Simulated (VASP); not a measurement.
Here is a VASP 6.6.1 calculation.

POSCAR

```
Zr
1.0
    3.2376121576      0.0000000000      0.0000000000
   -1.6188060788      2.8038543761      0.0000000000
    0.0000000000      0.0000000000     10.3920789931
Zr
4
Direct
    0.0000000000      0.0000000000      0.0000000000
    0.0000000000      0.0000000000      0.5000000000
    0.3333333333      0.6666666667      0.2500000000
    0.6666666667      0.3333333333      0.7500000000
```

File INCAR.step1:

```
  PREC = Accurate
  ENCUT = 520
  ISMEAR = -1
  SIGMA = 0.1
  LREAL = F
  LASPH = T
  NELM = 60
  NBANDS = 32
  GGA = PE
  ALGO = Normal
  EDIFF = 1E-4
  LWAVE = T
  LCHARG = F
```

INCAR.step2

```
  PREC = Accurate
  ENCUT = 520
  EDIFF = 1E-6
  ISMEAR = -1
  SIGMA = 0.1
  LREAL = F
  LASPH = T
  NELM = 60
  ALGO = Normal
  ISIF = 2
  LWAVE = F
  LCHARG = F
  METAGGA = R2SCAN
  LMIXTAU = T
  NBANDS = 32
  ISTART = 1
```

KPOINTS

```
regular mesh
0
Gamma
  15 15 4
```

Potentials or basis: VASP PAW PBE potentials, release 64 (Zr_sv).

The run is started by

```console
$ cat potpaw_PBE.64/Zr_sv/POTCAR > POTCAR
$ cp INCAR.step1 INCAR
$ mpirun -np 1 vasp_std > vasp.out
$ cp INCAR.step2 INCAR
$ mpirun -np 1 vasp_std > vasp.out
```

Problem. Estimate the pressure.

Solution. 0.1 GPa.

Problem. Estimate the band gap on the k mesh.

Solution. Zero (bands 24 and 25 overlap by 1.44 eV).

Stress tensor (GPa, compression positive):
```
 0.10  0.00  0.00
 0.00  0.10  0.00
 0.00  0.00 -0.01
```

Caveat: the PAW data sets were made with another functional, which shifts forces and pressure a little.
